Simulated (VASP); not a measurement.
A run of VASP 6.6.1 is set up as follows.

Contents of INCAR:

```
SYSTEM = BAs
PREC = Accurate
ENCUT = 500
EDIFF = 1E-7
ISMEAR = 0
SIGMA = 0.01
LREAL = .False.
LASPH = .True.
NELM = 120
ALGO = Normal
ISIF = 3
LWAVE = .False.
LCHARG = .False.
GGA = PE
IBRION = 2
NSW = 80
EDIFFG = -0.002
PSTRESS = 194.0
GGA_COMPAT = .False.
NELMIN = 4
```

The input KPOINTS:

```
regular mesh
0
Gamma
  10 10 10
  0 0 0
```

POSCAR

```
BAs
1.0
    0.0000000000      2.3126248191      2.3126248191
    2.3126248191      0.0000000000      2.3126248191
    2.3126248191      2.3126248191      0.0000000000
B As
1 1
Direct
    0.0000000000      0.0000000000      0.0000000000
    0.2500000000      0.2500000000      0.2500000000
```

Potentials or basis: VASP PAW PBE potentials, release 64 (B, As).

Launch:

```sh
$ cat potpaw_PBE.64/B/POTCAR potpaw_PBE.64/As/POTCAR > POTCAR
$ mpirun -np 1 vasp_std > vasp.out
```

Q: Predict the relaxed volume.

A: 12.44 Å³/atom.

Q: What does it give for the relaxed cell?

A: a = 3.277 Å, b = 3.277 Å, c = 3.277 Å, α = 60.00°, β = 60.00°, γ = 60.00°.

Q: Estimate the band gap on the k mesh.

A: 1.08 eV (least direct gap 3.40 eV).

Q: What does it give for the space group after relaxing (to 0.1 Å)?

A: F-43m (No. 216).

Final structure:
```cif
data_structure
_symmetry_space_group_name_H-M 'P 1'
_symmetry_Int_Tables_number 1
_cell_length_a 3.2767
_cell_length_b 3.2767
_cell_length_c 3.2767
_cell_angle_alpha 60.000
_cell_angle_beta 60.000
_cell_angle_gamma 60.000
_cell_volume 24.88
loop_
_atom_site_label
_atom_site_type_symbol
_atom_site_fract_x
_atom_site_fract_y
_atom_site_fract_z
_atom_site_occupancy
B1 B 0.00000 0.00000 0.00000 1
As1 As 0.25000 0.25000 0.25000 1
```

Caveat: the cell is relaxed towards a set pressure, so the run minimises the enthalpy, not the energy. Zero-point motion and thermal expansion aren't in these numbers.
